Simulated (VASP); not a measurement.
# Si12O23 (a cell with a defect) in VASP: further runs, part 2 of 2

VASP 6.6.1. Earlier steps stand in the parts before.

## 3. Single point, PBE, collinear spin

File INCAR:

```
PREC = Accurate
ENCUT = 520
EDIFF = 1E-6
ISMEAR = 0
SIGMA = 0.02
LREAL = Auto
LASPH = T
NELM = 150
ALGO = Normal
ISIF = 2
LWAVE = F
LCHARG = F
ISPIN = 2
MAGMOM = 0 0 0 0 0 0 0 0 0 0 0 0 0 0 0 0 0 0 0 0 0 0 0 0 0 0 0 0 0.06 0 0 0 0 0 0
LORBIT = 11
GGA = PE
NBANDS = 120
NELECT = 185.0
```

File KPOINTS:

```
Automatic mesh
0
Gamma
  2 2 1
```

File POSCAR:

```
Si12O23
1.0
   -2.4457500000      4.2361630000      5.3885000000
    4.8915000000      0.0000000000      5.3885000000
    4.8915000000      8.4723270000      0.0000000000
Si O
12 23
Direct
    0.0970674352      0.5748316091      0.9461461441
    0.3935498781      0.9188583988      0.0421080971
    0.0121629158     -0.0174157691      0.2615041778
    0.1093895417      0.5535706513      0.4489542331
    0.3945997706      0.9327672146      0.5411418908
   -0.0049891512      0.0037878893      0.7716087750
    0.6042240511      0.0663792708      0.2028966105
    0.9079577718      0.4347357421      0.2744519754
    0.5025698809      0.4909431562      0.5225335455
    0.5866879490      0.0670373920      0.7169943061
    0.8928800652      0.4442425107      0.7787456155
    0.4958917127      0.4931122772      0.0132168971
    0.3135275335      0.4453040523      0.9807863014
    0.9173532180      0.5367046831      0.0986234643
    0.9638671132      0.1893532636      0.3022914246
    0.5499430030      0.9744016198      0.0947340440
    0.5940522911      0.3031452593      0.1328897792
    0.3262210829      0.4413550515      0.4824556841
    0.9244095681      0.5249360754      0.5975581904
    0.9194720953      0.2016033432      0.8359346057
    0.1641880917      0.0404653369      0.6124168107
    0.5593509188      0.9762536093      0.5974012020
    0.5774562080      0.3051599189      0.6553222482
    0.8372597615      0.9496904102      0.2122777104
    0.4416643477      0.0271811566      0.3610313709
    0.4203364559      0.6923073225      0.5816484961
    0.6856958155      0.5153506724      0.3713326642
    0.0804423751      0.4790528462      0.3209487768
    0.1045733391      0.7968521039      0.3825630538
    0.8033006377      0.9522704859      0.7531576107
    0.3993369135      0.0310023274      0.8695204685
    0.4047271756      0.6832089848      0.0914665727
    0.6666401143      0.5515643953      0.8601320291
    0.0635394787      0.4992420003      0.8205978607
    0.0937342109      0.8129786034      0.8919788629
```

Potentials or basis: VASP PAW PBE potentials, release 64 (Si, O).

Run with:

```console
> cat potpaw_PBE.64/Si/POTCAR potpaw_PBE.64/O/POTCAR > POTCAR
> mpirun -np 1 vasp_std > vasp.out
```

OUTCAR:

```text
PREC = Accurate
   ENCUT = 520
   EDIFF = 1E-6
   ISMEAR = 0
   LREAL = Auto
   LASPH = T
   NELM = 150
   ISIF = 2
   ISPIN = 2
   LORBIT = 11
   GGA = PE
   NELECT = 185.0

 ion  position               nearest neighbor table
   1  0.097  0.575  0.946-  34 1.62  35 1.63  14 1.63  13 1.63   8 3.00   6 3.00  12 3.02  11 3.06

   2  0.394  0.919  0.042-  16 1.60  32 1.60  31 1.60   3 2.89  10 2.99  12 3.03   7 3.13
   3  0.012  0.983  0.262-  15 1.59  29 1.60  24 1.61   2 2.89   4 3.03   7 3.04
   4  0.109  0.554  0.449-  18 1.61  28 1.62  19 1.62  29 1.66  11 3.03   3 3.03   9 3.04   8 3.05

   5  0.395  0.933  0.541-  25 1.62  26 1.62  22 1.63  21 1.63   6 3.04  10 3.08   7 3.10   9 3.11

   6  0.995  0.004  0.772-  20 1.62  21 1.63  35 1.63  30 1.63   1 3.00   5 3.04  10 3.06  11 3.07

   7  0.604  0.066  0.203-  25 1.60  17 1.61  16 1.63  24 1.65  12 3.04   3 3.04   5 3.10   2 3.13

   8  0.908  0.435  0.274-  27 1.61  14 1.62  28 1.62  15 1.65   1 3.00   4 3.05   9 3.14
   9  0.503  0.491  0.523-  26 1.62  23 1.62  27 1.63  18 1.63  10 3.02   4 3.04   5 3.11   8 3.14

  10  0.587  0.067  0.717-  22 1.61  23 1.62  30 1.62  31 1.66   2 2.99   9 3.02   6 3.06   5 3.08

  11  0.893  0.444  0.779-  34 1.63  19 1.63  20 1.63  33 1.63  12 3.03   4 3.03   1 3.06   6 3.07
[... 24 lines left out ...]
  34  0.064  0.499  0.821-   1 1.62  11 1.63
  35  0.094  0.813  0.892-   1 1.63   6 1.63

  LATTYP: Found a base centered monoclinic cell.
 ALAT       =    11.8351383188
 B/A-ratio  =     0.7158620513
 C/A-ratio  =     0.8266063436
 COS(beta)  =    -0.4133031352

  Lattice vectors:

 A1 = (   2.4457500000,  -4.2361630000,  -5.3885000000)
 A2 = (  -4.8915000000,   0.0000000000,  -5.3885000000)
 A3 = (   4.8915000000,   8.4723270000,   0.0000000000)

Analysis of symmetry for initial positions (statically):
=====================================================================
 Subroutine PRICEL returns:
 Original cell was already a primitive cell.
[... 264 lines left out ...]
      6     -17.2848      1.00000
[... 417 lines left out ...]
    103      10.2315      0.00000
    104      10.3689      0.00000
 Fermi energy:         1.7390280672

 spin component 2

 k-point     1 :       0.0000    0.0000    0.0000
  band No.  band energies     occupation
      1     -18.2400      1.00000
      2     -17.8311      1.00000
      3     -17.6993      1.00000
      4     -17.5621      1.00000
      5     -17.3306      1.00000
      6     -17.2414      1.00000
[... 417 lines left out ...]
    103      10.2507      0.00000
    104      10.3869      0.00000
 [bands above 104 left out]

------------------------ aborting loop because EDIFF is reached ----------------------------------------

  FORCE on cell =-STRESS in cart. coord.  units (eV):
  Direction    XX          YY          ZZ          XY          YZ          ZX
  --------------------------------------------------------------------------------------
  -------------------------------------------------------------------------------------
  Total       -4.2033502      1.0588656     -0.6099673      1.3616176     -1.4900777      3.9148901
  in kB      -15.0786869      3.7984708     -2.1881368      4.8845337     -5.3453586     14.0438931
  external PRESSURE =      -4.4894509 kB  Pullay stress =       0.0000000 kB

 VOLUME and BASIS-vectors are now :
 -----------------------------------------------------------------------------
  energy-cutoff  :      520.00
  volume of cell :      446.62
      direct lattice vectors                 reciprocal lattice vectors
    -2.445750000  4.236163000  5.388500000    -0.102218137  0.059015665  0.092790204
     4.891500000  0.000000000  5.388500000     0.102218137 -0.059015665  0.092790199
     4.891500000  8.472327000  0.000000000     0.051109062  0.088523498 -0.046395097

 POSITION                                       TOTAL-FORCE (eV/Angst)
 -----------------------------------------------------------------------------------
      7.20246      8.42725      3.62053        -0.013165      0.000433     -0.002254
      3.73804      2.02390      7.07191         0.052479      0.019516     -0.027097
      6.05571      2.26707      5.36019        -0.020948      0.011060      0.034931
      4.63631      4.26708      3.57236        -0.016793     -0.013036      0.012312
      6.24453      6.25632      7.15252        -0.004854     -0.024175      0.006977
      1.35930     10.75235      5.38203         0.008788      0.009117     -0.003410
[... 27 lines left out ...]
      6.30060      7.22154      3.03255         0.006820     -0.005582     -0.006278
      8.11055      7.95421      4.88582        -0.006799      0.000105     -0.002120
 -----------------------------------------------------------------------------------
    total drift:                               -0.013812     -0.019769      0.008483

  FREE ENERGIE OF THE ION-ELECTRON SYSTEM (eV)
  ---------------------------------------------------
  free  energy   TOTEN  =      -276.1245596887 eV

  energy  without entropy=     -276.1245596887  energy(sigma->0) =     -276.12455969

 total charge

# of ion       s       p       d       tot
------------------------------------------
    1        0.644   0.984   0.000   1.629
    2        0.664   0.943   0.000   1.608
    3        0.662   0.948   0.000   1.610
    4        0.642   0.979   0.000   1.621
    5        0.638   0.980   0.000   1.619
    6        0.641   0.977   0.000   1.618
[... 27 lines left out ...]
   34        1.550   3.687   0.000   5.237
   35        1.552   3.675   0.000   5.227
--------------------------------------------------
tot         43.403  96.265   0.000 139.669

 magnetization (x)

# of ion       s       p       d       tot
------------------------------------------
    1        0.000  -0.000   0.000   0.000
    2        0.033   0.065   0.000   0.098
    3        0.027   0.053   0.000   0.080
    4        0.000   0.001   0.000   0.001
    5       -0.000  -0.000   0.000  -0.000
    6        0.000   0.000   0.000   0.000
[... 27 lines left out ...]
   34        0.000   0.000   0.000   0.000
   35        0.000   0.001   0.000   0.001
--------------------------------------------------
tot          0.089   0.400   0.000   0.490
```

Run time: 22 min. Hardware: 1 thread of Oxide Virtual Turin-like, shared host; peak memory 0.79 GiB.

What came out:

```
Free energy                                           : -276.1246 eV
Largest force                                         : 0.062 eV/Å
Net moment                                            : 1.00 μB per cell
Site moments                                          : Si +0.00, +0.10, +0.08, -0.00, +0.01 (each value once); O +0.00, +0.05, +0.01, +0.03, +0.06 (each value once) μB
Valence electrons inside the program's atomic spheres : Si 1.63, 1.61, 1.62 (each value once); O 5.22, 5.23, 5.24, 5.20, 5.25, 5.21 (each value once)
```

Forces on the atoms (eV/Å):
```
Si  -0.013  0.000 -0.002
Si   0.052  0.020 -0.027
Si  -0.021  0.011  0.035
Si  -0.017 -0.013  0.012
Si  -0.005 -0.024  0.007
Si   0.009  0.009 -0.003
Si  -0.032  0.000 -0.003
Si  -0.006  0.002 -0.020
Si   0.009  0.010  0.011
Si  -0.009  0.007 -0.012
Si   0.014 -0.017  0.002
Si   0.025  0.029  0.006
O    0.009 -0.004 -0.005
O   -0.015 -0.008  0.008
O    0.033 -0.024  0.032
O    0.019  0.008  0.007
O   -0.004 -0.007  0.004
O    0.005  0.007  0.005
O   -0.006  0.005  0.002
O    0.000 -0.007  0.002
O    0.003  0.010 -0.002
O    0.010 -0.009 -0.005
O   -0.005 -0.002 -0.002
O    0.010 -0.022 -0.010
O   -0.004  0.018 -0.004
O    0.000 -0.011  0.007
O    0.000  0.017 -0.013
O    0.008 -0.001 -0.004
O   -0.028  0.024 -0.023
O    0.004  0.011  0.007
O   -0.015 -0.029  0.022
O   -0.023 -0.010 -0.027
O   -0.008  0.006  0.002
O    0.007 -0.006 -0.006
O   -0.007  0.000 -0.002
```

Levels at points of the mesh, in eV from the Fermi level:
Spin up:
| k point | band 89 | band 90 | band 91 | band 92 | band 93 | band 94 | band 95 | band 96 | band 97 | band 98 |
| --- | --- | --- | --- | --- | --- | --- | --- | --- | --- | --- |
| (0.00, 0.00, 0.00) | -0.86 | -0.81 | -0.76 | -0.69 | -0.21 | 5.14 | 5.51 | 6.78 | 6.96 | 7.63 |
| (0.50, 0.00, 0.00) | -0.81 | -0.78 | -0.69 | -0.55 | -0.13 | 4.79 | 6.73 | 6.75 | 6.91 | 7.15 |
| (0.00, 0.50, 0.00) | -0.80 | -0.74 | -0.62 | -0.59 | -0.16 | 5.17 | 6.24 | 6.67 | 6.82 | 7.47 |
| (0.50, 0.50, 0.00) | -0.79 | -0.75 | -0.61 | -0.59 | -0.09 | 4.94 | 6.50 | 6.72 | 7.31 | 7.42 |
Spin down:
```tsv
k point	band 90	band 91	band 92	band 93	band 94	band 95
(0.00, 0.00, 0.00)	-0.80	-0.74	-0.69	1.10	5.57	5.97
(0.50, 0.00, 0.00)	-0.77	-0.68	-0.54	1.23	5.44	6.84
(0.00, 0.50, 0.00)	-0.73	-0.61	-0.58	1.17	5.99	6.38
(0.50, 0.50, 0.00)	-0.74	-0.59	-0.58	1.25	5.68	6.82
```

Caveat: the k points lie up to 0.71 Å⁻¹ apart; the cell carries a net charge on a neutralising background, which shifts energy and pressure; the cell is charged against a uniform background, so pressure and absolute levels hang on convention.
